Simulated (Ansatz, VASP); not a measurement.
## WSe2: VASP beside Ansatz

```
Se W
1.0
     3.24724    0.00000    0.00000
    -1.62362    2.81219    0.00000
     0.00000    0.00000   30.52000
Se W
2 1
Direct
  0.66667 0.33333 0.22985
  0.66667 0.33333 0.33895
  0.33333 0.66667 0.28440
```

Alike in both runs: functional LDA; k mesh 12 × 12 × 1; occupations gaussian, width 0.03 eV; no spin polarisation.

Ansatz relaxed the structure, and its values are those at the end. VASP's run is a single point on that final structure, the one shown.

|  | VASP | Ansatz |
| --- | --- | --- |
| version | VASP 6.6.1 | Ansatz 0.2.0 |
| potentials or method | VASP PAW LDA potentials, release 64 (Se, W_sv), cutoff 400 eV | scalar-relativistic, plane waves, PAW |
| valence electrons in the cell | 26 | 46 |

```tsv
	VASP	Ansatz	Ansatz less VASP
gap on the k mesh at the Fermi level (eV)	1.70	1.69	-0.006
least direct gap on the mesh (eV)	1.75	1.75	-0.003
rms of the force components (eV/Å)	0.049	0.000	-0.0493
```

Ansatz warns that its potentials were made for another functional, while VASP's fit it. LDA's correlation is that of Perdew and Zunger in VASP and of Perdew and Wang (1992) in Ansatz. VASP's potentials hold 26 valence electrons a cell and Ansatz's 46, so a difference there can come from the potentials and not from the codes. Ansatz's warnings: slab cell height set, structure snapped to symmetry.

Spin-orbit coupling is off throughout.
